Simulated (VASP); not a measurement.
Wanted: the native input for a VASP 6.6.1 run.

* Task: single point
* Functional: LDA
* Potentials or basis: VASP PAW LDA potentials, release 64 (Nb_sv, Ru_pv, C)
* Cutoff: 520 eV
* k mesh: 6 × 6 × 6
* Occupations: fermi-dirac, width 0.1 eV
* Spin: no spin polarisation
* Dipole correction: no
* Further INCAR settings: ALGO = Normal; EDIFF = 1e-06; NBANDS = 38

The structure of NbRu3C lies in POSCAR:

```
NbRu3C
1.0
    3.9821527148      0.0000000000      0.0000000000
    0.0000000000      3.9821527148      0.0000000000
    0.0000000000      0.0000000000      3.9821527148
Nb Ru C
1 3 1
Direct
    0.0000000000      0.0000000000      0.0000000000
    0.0000000000      0.5000000000      0.5000000000
    0.5000000000      0.0000000000      0.5000000000
    0.5000000000      0.5000000000      0.0000000000
    0.5000000000      0.5000000000      0.5000000000
```

These files were run (other wordings do the same):

INCAR

```
PREC = Accurate ; ENCUT = 520
EDIFF = 1E-6 ; ISMEAR = -1
SIGMA = 0.1 ; LREAL = False
LASPH = True ; NELM = 60
ALGO = Normal ; ISIF = 2
LWAVE = False ; LCHARG = True
GGA = CA ; LELF = True
LVHAR = True ; NBANDS = 38
```

KPOINTS

```
Automatic mesh
0
Gamma
  6 6 6
```

Potentials or basis: VASP PAW LDA potentials, release 64 (Nb_sv, Ru_pv, C).

Launch:

```bash
$ cat potpaw_LDA.64/Nb_sv/POTCAR potpaw_LDA.64/Ru_pv/POTCAR potpaw_LDA.64/C/POTCAR > POTCAR
$ mpirun -np 1 vasp_std > vasp.out
```

It gave:

```json
{
 "Pressure": "1.7 GPa"
}
```

Run time: 23 s on 1 thread of Intel(R) Xeon(R) Platinum 8559C (Emerald Rapids), with other jobs on the host, peak memory 0.18 GiB.
